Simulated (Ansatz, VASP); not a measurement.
Hf2SeS3: VASP beside Ansatz

Contents of INCAR:

```
PREC = Accurate
ENCUT = 600
EDIFF = 1E-6
ISMEAR = 0
SIGMA = 0.1
LREAL = F
LASPH = T
NELM = 80
ALGO = Normal
ISIF = 3
LWAVE = F
LCHARG = F
GGA = PE
IBRION = 2
NSW = 90
EDIFFG = -0.04
```

File KPOINTS:

```
regular mesh
0
Gamma
  3 3 6
```

POSCAR

```
Hf2SeS3
1.0
    6.5164213295      0.0000000000      0.0000000000
   -3.2582106648      5.6433864131      0.0000000000
    0.0000000000      0.0000000000      3.4159248317
Hf Se S
2 1 3
Direct
    0.3333333333      0.6666666667      0.0000000000
    0.6666666667      0.3333333333      0.0000000000
    0.0000000000      0.0000000000      0.0000000000
    0.5000000000      0.0000000000      0.5000000000
    0.5000000000      0.5000000000      0.5000000000
    0.0000000000      0.5000000000      0.5000000000
```

Input for Ansatz:

```yaml
crystal:
  lattice:
    - [6.5164213295, 0.0, 0.0]
    - [-3.2582106648, 5.6433864131, 0.0]
    - [0.0, 0.0, 3.4159248317]
  atoms:
    - { symbol: Hf, position: [0.3333333333, 0.6666666667, 0.0] }
    - { symbol: Hf, position: [0.6666666667, 0.3333333333, 0.0] }
    - { symbol: Se, position: [0.0, 0.0, 0.0] }
    - { symbol: S, position: [0.5, 0.0, 0.5] }
    - { symbol: S, position: [0.5, 0.5, 0.5] }
    - { symbol: S, position: [0.0, 0.5, 0.5] }
basis:
  ecutwfc: 420
kpoints:
  mp_grid: { grid: [3, 3, 6] }
hamiltonian:
  xc: pbe
scf:
  occupations: { method: gaussian, width: 0.1 }
  lower_state_search: "off"
output:
  forces: true
  stress: true
  eigenvalues: true
relax:
  adjacent_minimum: "off"
  f_tol: 0.04
  max_steps: 70
  cell: { stress_tol: 0.4 }
```

Change from the starting cell: species swapped into the ZrCo3B2 type (P6/mmm, No. 191).

Alike in both runs: task relaxation of cell and atoms; functional PBE; k mesh 3 × 3 × 6; occupations gaussian, width 0.1 eV; no spin polarisation.

|  | VASP | Ansatz |
| --- | --- | --- |
| version | VASP 6.6.1 | Ansatz 0.2.0 |
| potentials or method | VASP PAW PBE potentials, release 64 (Hf_pv, Se, S), cutoff 600 eV | scalar-relativistic, plane waves, PAW |
| valence electrons in the cell | 44 | 86 |

|  | VASP | Ansatz | Ansatz less VASP |
| --- | --- | --- | --- |
| gap on the k mesh at the Fermi level, each at its own relaxed structure (eV) | none | none | - |
| relaxed volume (Å³/atom) | 21.09 | 21.17 | +0.084 |
| relaxed length of the cell vector where the two differ most in proportion (Å) | 3.358 | 3.368 | +0.0099 |

A gap of «none» marks a metal or a gap that the smearing closes. VASP's potentials hold 44 valence electrons a cell and Ansatz's 86, so a difference there can come from the potentials and not from the codes.

The k mesh is coarse, so the values compare programs but aren't converged. Spin-orbit coupling is off throughout.
